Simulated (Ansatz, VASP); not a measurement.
One calculation of N, two programs

```xyz
2
Lattice="2.5195 0.0000 0.0000 -1.2597 2.1819 0.0000 0.0000 0.0000 2.4460" Properties=species:S:1:pos:R:3 pbc="T T T"
N     1.2597    0.7273    0.6115
N     0.0000    1.4546    1.8345
```

Alike in both runs: task single point; functional PBE; k mesh 18 × 18 × 16; occupations gaussian, width 0.05 eV; no spin polarisation.

```csv
,VASP,Ansatz
version,VASP 6.6.1,Ansatz 0.2.0
potentials or method,"VASP PAW PBE potentials, release 64 (N), cutoff 520 eV","scalar-relativistic, plane waves, PAW"
valence electrons in the cell,10,10
```

```tsv
	VASP	Ansatz	Ansatz less VASP
pressure (GPa)	9.8	9.9	+0.03
traceless stress, the component that is largest in VASP (GPa)	-8.75	-8.90	-0.150
```
